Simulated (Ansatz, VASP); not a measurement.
**CdF2: VASP beside Ansatz**

```
Cd F
1.0
     0.00000    2.71061    2.50190
     2.71061    0.00000    2.50190
     2.71061    2.71061    0.00000
Cd F
1 2
Direct
  0.00000 0.00000 0.00000
  0.25000 0.25000 0.25000
  0.75000 0.75000 0.75000
```

Alike in both runs: task single point; functional PBE; k mesh 8 × 8 × 8; occupations gaussian, width 0.05 eV; no spin polarisation.

|  | VASP | Ansatz |
| --- | --- | --- |
| version | VASP 6.6.1 | Ansatz 0.2.0 |
| potentials or method | VASP PAW PBE potentials, release 64 (Cd_sv_GW, F), cutoff 700 eV | scalar-relativistic, plane waves, PAW |
| valence electrons in the cell | 34 | 34 |

Ansatz gave:

- gap on the k mesh at the Fermi level (eV): 3.13
- least direct gap on the mesh (eV): 3.60
- pressure (GPa): 13.8
- traceless stress, the component that is largest in VASP (GPa): 6.38

**Question.** What did VASP give for the same quantities?

**Answer.** gap on the k mesh at the Fermi level (eV): 3.11; least direct gap on the mesh (eV): 3.59; pressure (GPa): 13.4; traceless stress, the component that is largest in VASP (GPa): 6.38.
